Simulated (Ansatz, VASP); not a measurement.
**TiAl: VASP beside Ansatz**

```
CELL_PARAMETERS angstrom
3.43339 0.00000 0.00000
0.00000 3.43339 0.00000
0.00000 0.00000 3.43339
ATOMIC_POSITIONS crystal
Ti 0.00000 0.00000 0.00000
Al 0.50000 0.50000 0.50000
```

Change from the starting cell: strain +0.080 along x and y, +0.080 along z, atoms carried along.

Alike in both runs: task single point; functional LDA; k mesh 16 × 16 × 16; occupations gaussian, width 0.15 eV; no spin polarisation.

|  | VASP | Ansatz |
| --- | --- | --- |
| version | VASP 6.6.1 | Ansatz 0.2.0 |
| potentials or method | VASP PAW LDA potentials, release 64 (Ti_sv, Al), cutoff 520 eV | scalar-relativistic, plane waves, PAW |
| valence electrons in the cell | 15 | 15 |

```csv
,VASP,Ansatz,Ansatz less VASP
gap on the k mesh at the Fermi level (eV),none,none,-
pressure (GPa),-19.6,-19.7,-0.06
```

LDA's correlation is that of Perdew and Zunger in VASP and of Perdew and Wang (1992) in Ansatz. A gap of «none» marks a metal or a gap that the smearing closes.
